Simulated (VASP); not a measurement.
Wanted: the native input for a VASP 6.6.1 run.

```yaml
Task: relaxation of cell and atoms
Functional: PBEsol
Potentials_or_basis: VASP PAW PBE potentials, release 64 (Ga_d)
Cutoff: 600 eV
k_mesh: 16 × 16 × 16
Occupations: gaussian, width 0.1 eV
Spin: no spin polarisation
Dipole_correction: no
Further_INCAR_settings: ALGO = Normal; EDIFF = 1e-06; IBRION = 2; EDIFFG = -0.01; NSW = 100; ISIF = 3
```

The structure of Ga lies in POSCAR:

```
Ga
1.0
    0.0000000000      2.8692582228      2.8692582228
    2.8692582228      0.0000000000      2.8692582228
    2.8692582228      2.8692582228      0.0000000000
Ga
2
Direct
    0.0000000000      0.0000000000      0.0000000000
    0.2500000000      0.2500000000      0.2500000000
```

One way to write it, as run:

INCAR

```
SYSTEM = Ga
PREC = Accurate
ENCUT = 600
EDIFF = 1E-6
ISMEAR = 0
SIGMA = 0.1
LREAL = .FALSE.
LASPH = .TRUE.
NELM = 100
ALGO = Normal
ISIF = 3
LWAVE = .FALSE.
LCHARG = .FALSE.
GGA = PS
IBRION = 2
NSW = 100
EDIFFG = -0.01
```

KPOINTS

```
regular mesh
0
G
  16 16 16
  0 0 0
```

Potentials or basis: VASP PAW PBE potentials, release 64 (Ga_d).

The run is started by

```console
$ cat potpaw_PBE.64/Ga_d/POTCAR > POTCAR
$ mpirun -np 1 vasp_std > vasp.out
```

It gave:

```yaml
Relaxed_volume: 23.82 Å³/atom
Relaxed_cell: a = 4.069 Å, b = 4.069 Å, c = 4.069 Å, α = 60.00°, β = 60.00°, γ = 60.00°
Space_group_after_relaxing_to_0.05_Å: Fd-3m (No. 227)
Energy_gained_by_relaxing: 0.2 meV/atom
Ionic_steps: 2
Pressure_after_relaxing: 0.0 GPa
Band_gap_on_the_k_mesh: zero (band 13 reaches 5.76 eV, above the bottom of band 14 at 1.26 eV)
```

Caveat: the PAW data sets were made with another functional, which shifts forces and pressure a little.

It took 92 s on 1 thread of Intel(R) Xeon(R) Platinum 8259CL CPU @ 2.50GHz (Skylake/Cascade Lake), with other jobs on the host, peak memory 0.26 GiB.
